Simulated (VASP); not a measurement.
## PtSe2: relaxation of cell and atoms with PBE

PtSe2:

```xyz
6
Lattice="0.0000 3.8873 3.8873 3.8873 0.0000 3.8873 3.8873 3.8873 0.0000" Properties=species:S:1:pos:R:3 pbc="T T T"
Pt    3.8873    3.8873    3.8873
Pt    5.8310    5.8310    5.8310
Se    0.9718    0.9718    0.9718
Se    0.9718    2.9155    2.9155
Se    2.9155    2.9155    0.9718
Se    2.9155    0.9718    2.9155
```

```
Program                : VASP 6.6.1
Task                   : relaxation of cell and atoms
Functional             : PBE
Potentials or basis    : VASP PAW PBE potentials, release 64 (Pt, Se)
Cutoff                 : 600 eV
k mesh                 : 8 × 8 × 8
Occupations            : gaussian, width 0.1 eV
Spin                   : no spin polarisation
Dipole correction      : no
Further INCAR settings : ALGO = Normal; EDIFF = 1e-06; IBRION = 2; EDIFFG = -0.01; NSW = 100; ISIF = 3
```

The pressure after relaxing is 0.1 GPa. The band gap on the k mesh is zero (bands 22 and 23 overlap by 1.83 eV).

Final structure:
```
Pt Se
1.0
     0.00000    3.88734    3.88734
     3.88734    0.00000    3.88734
     3.88734    3.88734    0.00000
Pt Se
2 4
Direct
  0.50000 0.50000 0.50000
  0.75000 0.75000 0.75000
  0.12500 0.12500 0.12500
  0.62500 0.12500 0.12500
  0.12500 0.12500 0.62500
  0.12500 0.62500 0.12500
```

Levels at points of the mesh, in eV from the Fermi level:
| k point | band 18 | band 19 | band 20 | band 21 | band 22 | band 23 | band 24 | band 25 | band 26 |
| --- | --- | --- | --- | --- | --- | --- | --- | --- | --- |
| (0.00, 0.00, 0.00) | -0.45 | -0.45 | -0.05 | -0.05 | 1.70 | 1.70 | 1.70 | 2.55 | 2.56 |
| (0.50, 0.00, 0.00) | -1.02 | -1.02 | -0.69 | -0.69 | -0.13 | -0.13 | 0.12 | 1.78 | 2.06 |
| (0.50, 0.50, 0.00) | -1.29 | -1.01 | -1.01 | -0.51 | -0.51 | 0.11 | 0.11 | 1.90 | 1.90 |

Run time: 100 s on 1 thread of Intel(R) Xeon(R) 6975P-C (Granite Rapids), with other jobs on the host, peak memory 0.37 GiB.

Caveat: the relaxation stopped at its first step, so nothing moved; spin-orbit coupling is left out, which moves the levels of the heavy elements.
